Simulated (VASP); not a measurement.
# Ca (P6_3/mmc) in VASP: a series of runs

Runs on Ca. Level: PBEsol. Tasks: single point.

Everything below comes from runs of VASP 6.6.1. Logs are shortened: lines on timing, memory, paths and dates and some standing lists are left out, and cuts for length are marked.

## 1. The cell of the first run

It takes space group P6_3/mmc (No. 194, hexagonal). Conventional cell: a = 3.854 Å, b = 3.854 Å, c = 6.347 Å, α = 90.00°, β = 90.00°, γ = 120.00°. Within 5.1 Å of Ca (site symmetry -6m2) lie 12 Ca at 3.85 to 3.88 Å.

This isn't the form of Ca at room conditions, which is fcc.

## 2. Single point, PBEsol (40.83 Å³/atom)

INCAR

```
SYSTEM = Ca
PREC     = Accurate       ! precision mode
ENCUT    = 520            ! plane-wave cutoff, eV
EDIFF    = 1E-6           ! SCF threshold, eV
ISMEAR   = -1             ! smearing method
SIGMA    = 0.1            ! smearing width, eV
LREAL    = .False.        ! projectors in reciprocal space
LASPH    = .True.         ! aspherical terms in the spheres
NELM     = 60             ! most SCF steps
ALGO     = Normal         ! electronic algorithm
ISIF     = 2              ! what is computed and relaxed
LWAVE    = .False.        ! write WAVECAR
LCHARG   = .False.        ! write CHGCAR
GGA      = PS             ! functional
NBANDS   = 17             ! bands
```

KPOINTS

```
Automatic mesh
0
Gamma
  11 11 6
  0 0 0
```

POSCAR

```
Ca
1.0
    3.8541369918      0.0000000000      0.0000000000
   -1.9270684959      3.3377805445      0.0000000000
    0.0000000000      0.0000000000      6.3472792847
Ca
2
Direct
    0.3333333333      0.6666666667      0.2500000000
    0.6666666667      0.3333333333      0.7500000000
```

Potentials or basis: VASP PAW PBE potentials, release 64 (Ca_sv).

Launch:

```bash
cat potpaw_PBE.64/Ca_sv/POTCAR > POTCAR
mpirun -np 1 vasp_std > vasp.out
```

OUTCAR:

```text
SYSTEM = Ca
   PREC = Accurate
   ENCUT = 520
   EDIFF = 1E-6
   ISMEAR = -1
   LREAL = .False.
   LASPH = .True.
   NELM = 60
   ISIF = 2
   GGA = PS

 ion  position               nearest neighbor table
   1  0.333  0.667  0.250-
   2  0.667  0.333  0.750-

  LATTYP: Found a hexagonal cell.
 ALAT       =     3.8541369918
 C/A-ratio  =     1.6468743322

  Lattice vectors:

 A1 = (   3.8541369918,   0.0000000000,   0.0000000000)
 A2 = (  -1.9270684959,   3.3377805445,   0.0000000000)
 A3 = (   0.0000000000,   0.0000000000,   6.3472792847)

Analysis of symmetry for initial positions (statically):
=====================================================================
 Subroutine PRICEL returns:
 Original cell was already a primitive cell.

 Routine SETGRP: Setting up the symmetry group for a
 hexagonal supercell.

 Subroutine GETGRP returns: Found 24 space group operations
 (whereof 12 operations were pure point group operations)
 out of a pool of 24 trial point group operations.

The static configuration has the point symmetry D_3d.
 The point group associated with its full space group is D_6h.

Analysis of symmetry for dynamics (positions and initial velocities):
=====================================================================
 Subroutine PRICEL returns:
 Original cell was already a primitive cell.

 Routine SETGRP: Setting up the symmetry group for a
 hexagonal supercell.

 Subroutine GETGRP returns: Found 24 space group operations
 (whereof 12 operations were pure point group operations)
 out of a pool of 24 trial point group operations.

The dynamic configuration has the point symmetry D_3d.
 The point group associated with its full space group is D_6h.

 Subroutine INISYM returns: Found 24 space group operations
 (whereof 12 operations are pure point group operations),
 and found     1 'primitive' translations

----------------------------------------------------------------------------------------

                                     Primitive cell

  volume of cell :      81.6531

  direct lattice vectors                    reciprocal lattice vectors
     3.854136992  0.000000000  0.000000000     0.259461457  0.149800142  0.000000000
    -1.927068496  3.337780545  0.000000000     0.000000000  0.299600284  0.000000000
     0.000000000  0.000000000  6.347279285     0.000000000  0.000000000  0.157547818

  length of vectors
     3.854136992  3.854136992  6.347279285     0.299600284  0.299600284  0.157547818

  position of ions in fractional coordinates (direct lattice)
     0.333333333  0.666666667  0.250000000
     0.666666667  0.333333333  0.750000000

  ion indices of the primitive-cell ions
   primitive index   ion index
                 1           1
                 2           2

----------------------------------------------------------------------------------------

 KPOINTS: Automatic mesh

Automatic generation of k-mesh.
 Grid dimensions read from file:
 generate k-points for:   11   11    6

 Generating k-lattice:

  Cartesian coordinates                     Fractional coordinates (reciprocal lattice)
     0.023587405  0.013618195  0.000000000     0.090909091  0.000000000  0.000000000
     0.000000000  0.027236389  0.000000000     0.000000000  0.090909091  0.000000000
     0.000000000  0.000000000  0.026257970     0.000000000  0.000000000  0.166666667

  Length of vectors
     0.027236389  0.027236389  0.026257970

  Shift w.r.t. Gamma in fractional coordinates (k-lattice)
     0.000000000  0.000000000  0.000000000

 Subroutine IBZKPT returns following result:
 ===========================================

 Found     64 irreducible k-points:

 Following reciprocal coordinates:
            Coordinates               Weight
  0.000000  0.000000  0.000000      1.000000
  0.090909  0.000000  0.000000      6.000000
  0.181818  0.000000  0.000000      6.000000
  0.272727 -0.000000  0.000000      6.000000
  0.363636  0.000000  0.000000      6.000000
  0.454545  0.000000  0.000000      6.000000
[... 16 lines left out ...]
  0.090909  0.090909  0.166667     12.000000
  0.181818  0.090909  0.166667     24.000000
 [... further k-points ...]
   k-points           NKPTS =     64   k-points in BZ     NKDIM =     64   number of bands    NBANDS=     17
   number of dos      NEDOS =    301   number of ions     NIONS =      2
   total plane-waves  NPLWV =  43200
   dimension x,y,z NGX =    30 NGY =   30 NGZ =   48
   dimension x,y,z NGXF=    60 NGYF=   60 NGZF=   96
   ions per type =               2
   NGX,Y,Z   is equivalent  to a cutoff of  12.94, 12.94, 12.57 a.u.
   NGXF,Y,Z  is equivalent  to a cutoff of  25.88, 25.88, 25.14 a.u.
 SYSTEM =  Ca
   PREC   = accura    normal or accurate (medium, high low for compatibility)
   ISTART =      0    job   : 0-new  1-cont  2-samecut
   ICHARG =      2    charge: 1-file 2-atom 10-const
   ISPIN  =      1    spin polarized calculation?
   LNONCOLLINEAR =      F non collinear calculations
   LSORBIT =      F    spin-orbit coupling
   LASPH  =      T    aspherical Exc in radial PAW
   ENCUT  =  520.0 eV  38.22 Ry    6.18 a.u.   7.17  7.17 11.80*2*pi/ulx,y,z
   NELM   =     60;   NELMIN=  2; NELMDL= -5     # of ELM steps
   EDIFF  = 0.1E-05   stopping-criterion for ELM
   LREAL  =      F    real-space projection
   EDIFFG = 0.1E-04   stopping-criterion for IOM
   NSW    =      0    number of steps for IOM
   IBRION =     -1    ionic relax: 0-MD 1-quasi-New 2-CG
   NFREE  =      0    steps in history (QN), initial steepest desc. (CG)
   ISIF   =      2    stress and relaxation
   ISYM   =      2    0-nonsym 1-usesym 2-fastsym
   POTIM  = 0.5000    time-step for ionic-motion
   TEBEG  =    0.0;   TEEND  =   0.0 temperature during run
   PSTRESS=    0.0 pullay stress
   NELECT =      20.0000    total number of electrons
   NUPDOWN=      -1.0000    fix difference up-down
   EMIN   =  10.00;   EMAX   =-10.00  energy-range for DOS
   EFERMI =   0.00;   METHOD = LEGACY
   ISMEAR =    -1;   SIGMA  =   0.10  broadening in eV -4-tet -1-fermi 0-gaus
   EFERMI_NEDOS =   21; number of points for ismear=-14 and -15
   IALGO  =     38    algorithm
   IMIX   =      4    mixing-type and parameters
     AMIX     =   0.40;   BMIX     =  1.00
     AMIX_MAG =   1.60;   BMIX_MAG =  1.00
  volume/ion in A,a.u.               =      40.83       275.51
  Fermi-wavevector in a.u.,A,eV,Ry     =   1.024300  1.935647 14.275113  1.049191
  Thomas-Fermi vector in A             =   2.158080
   LORBIT       =      0    0 simple, 1 ext, 2 COOP (PROOUT), +10 PAW based schemes
   GGA     = PS    functional components
   LHFCALC =     F    Hartree Fock is set to
   AEXX    =    0.0000 exact exchange contribution
   IVDW    =     0    specifies the selected vdW correction
   LEPSILON=     F    determine dielectric tensor
   LRPA    =     F    only Hartree local field effects (RPA)
 non-spin polarized calculation
  energy-cutoff  :      520.00
  volume of cell :       81.65
 maximum number of plane-waves:      2216
 NGX is ok and might be reduce to    30
   NGX = 15   NGY = 15   NGZ = 23

 number of electron      20.0000000 magnetization

 Free energy of the ion-electron system (eV)
  ---------------------------------------------------
  ext. energy  EPLUGINS =         0.00000000
  ---------------------------------------------------
  free energy    TOTEN  =        -4.30147001 eV

  energy without entropy =       -4.21882555  energy(sigma->0) =       -4.26014778

 E-fermi :   2.0497     XC(G=0):  -7.9146

 val. band max:        2.0408892112   @ k =   0.3636   0.2727   0.5000
 cond. band min:       2.0555787309   @ k =   0.1818   0.1818   0.0000
 fundamental gap:      0.0146895197
 Fermi energy:         2.0497008112

 k-point     1 :       0.0000    0.0000    0.0000
  band No.  band energies     occupation
      1     -39.7239      2.00000
      2     -39.7081      2.00000
      3     -20.8634      2.00000
      4     -20.7355      2.00000
      5     -20.7355      2.00000
      6     -20.7146      2.00000
[... 9 lines left out ...]
     16       4.7069      0.00000
     17       5.1400      0.00000

 k-point     2 :       0.0909    0.0000    0.0000
  band No.  band energies     occupation
      1     -39.7227      2.00000
      2     -39.7075      2.00000
      3     -20.8591      2.00000
      4     -20.7453      2.00000
      5     -20.7386      2.00000
      6     -20.7248      2.00000
[... 9 lines left out ...]
     16       4.8025      0.00000
     17       4.9912      0.00000

 k-point     3 :       0.1818    0.0000    0.0000
  band No.  band energies     occupation
      1     -39.7195      2.00000
      2     -39.7060      2.00000
      3     -20.8473      2.00000
      4     -20.7719      2.00000
      5     -20.7518      2.00000
      6     -20.7466      2.00000
[... 9 lines left out ...]
     16       4.7931      0.00000
     17       4.8331      0.00000

 k-point     4 :       0.2727   -0.0000    0.0000
  band No.  band energies     occupation
      1     -39.7151      2.00000
      2     -39.7041      2.00000
      3     -20.8300      2.00000
      4     -20.8071      2.00000
      5     -20.7863      2.00000
      6     -20.7569      2.00000
[... 9 lines left out ...]
     16       5.1194      0.00000
     17       5.2192      0.00000
[... 343 lines left out ...]
      1     -39.7074      2.00000
      2     -39.7026      2.00000
      3     -20.8633      2.00000
      4     -20.8414      2.00000
      5     -20.7861      2.00000
      6     -20.7692      2.00000
[... 9 lines left out ...]
     16       5.9803      0.00000
     17       6.0562      0.00000

 k-point    23 :       0.0909    0.0909    0.1667
  band No.  band energies     occupation
      1     -39.7195      2.00000
      2     -39.7074      2.00000
      3     -20.8432      2.00000
      4     -20.7592      2.00000
      5     -20.7521      2.00000
      6     -20.7398      2.00000
[... 9 lines left out ...]
     16       4.8322      0.00000
     17       5.1234      0.00000

 k-point    24 :       0.1818    0.0909    0.1667
  band No.  band energies     occupation
      1     -39.7159      2.00000
      2     -39.7055      2.00000
      3     -20.8334      2.00000
      4     -20.7857      2.00000
      5     -20.7795      2.00000
      6     -20.7512      2.00000
[... 9 lines left out ...]
     16       4.9732      0.00000
     17       5.1832      0.00000

 [... further k-points ...]

------------------------ aborting loop because EDIFF is reached ----------------------------------------

  FORCE on cell =-STRESS in cart. coord.  units (eV):
  Direction    XX          YY          ZZ          XY          YZ          ZX
  --------------------------------------------------------------------------------------
  -------------------------------------------------------------------------------------
  Total        0.0145840      0.0145840     -0.0214090      0.0000000      0.0000000      0.0000000
  in kB        0.2861634      0.2861634     -0.4200830      0.0000000      0.0000000      0.0000000
  external PRESSURE =       0.0507479 kB  Pullay stress =       0.0000000 kB

 VOLUME and BASIS-vectors are now :
 -----------------------------------------------------------------------------
  energy-cutoff  :      520.00
  volume of cell :       81.65
      direct lattice vectors                 reciprocal lattice vectors
     3.854136992  0.000000000  0.000000000     0.259461457  0.149800142  0.000000000
    -1.927068496  3.337780545  0.000000000     0.000000000  0.299600284  0.000000000
     0.000000000  0.000000000  6.347279285     0.000000000  0.000000000  0.157547818

 POSITION                                       TOTAL-FORCE (eV/Angst)
 -----------------------------------------------------------------------------------
     -0.00000      2.22519      1.58682        -0.000000      0.000000      0.000000
      1.92707      1.11259      4.76046         0.000000     -0.000000      0.000000
 -----------------------------------------------------------------------------------
    total drift:                               -0.000000      0.000000     -0.000000

  FREE ENERGIE OF THE ION-ELECTRON SYSTEM (eV)
  ---------------------------------------------------
  free  energy   TOTEN  =        -4.3014700146 eV

  energy  without entropy=       -4.2188255452  energy(sigma->0) =       -4.26014778
```

Run time: 2.3 min. Hardware: 1 thread of Intel Xeon 8259CL, shared host; peak memory 0.24 GiB.

Results:

```
Free energy            : -4.3015 eV
Pressure               : 0.0 GPa
Band gap on the k mesh : zero (bands 10 and 11 overlap by 0.39 eV)
```

Caveat: the PAW data sets were made with another functional, which shifts forces and pressure a little.

[end of part 1 of 2]

The gap in the log of VASP goes by the Fermi energy; the results here count the filled bands.